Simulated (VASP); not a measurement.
## CdS (Greenockite): single point with PBEsol

CdS (Greenockite):

```
Cd S
1.0
     4.04517    0.00000    0.00000
    -2.02259    3.50322    0.00000
     0.00000    0.00000    6.58545
Cd S
2 2
Direct
  0.33333 0.66667 0.99939
  0.66667 0.33333 0.49939
  0.33333 0.66667 0.37561
  0.66667 0.33333 0.87561
```

```
Program             : VASP 6.6.1
Task                : single point
Functional          : PBEsol
Potentials or basis : VASP PAW PBE potentials, release 64 (Cd, S)
Cutoff              : 520 eV
k mesh              : 6 × 6 × 4
Occupations         : gaussian, width 0.01 eV
Spin                : non-collinear spin, zero start, spin-orbit coupling
Starting moments    : [[0.0, 0.0, 0.0], [0.0, 0.0, 0.0], [0.0, 0.0, 0.0], [0.0, 0.0, 0.0]] μB
```

| Property | Result |
| --- | --- |
| Pressure | 4.5 GPa |
| Net moment | 0.00 μB per cell |
| Valence electrons inside the program's atomic spheres | Cd 10.38; S 3.72 |

Moments on the atoms (μB; x, y, z):
```
Cd  0.00 0.00 0.00
Cd  0.00 0.00 0.00
S   0.00 0.00 0.00
S   0.00 0.00 0.00
```

It took 2.6 min on 1 thread of Intel(R) Xeon(R) 6975P-C (Granite Rapids), on a shared host, peak memory 0.46 GiB.

Caveat: the PAW data sets were made with another functional, which shifts forces and pressure a little.
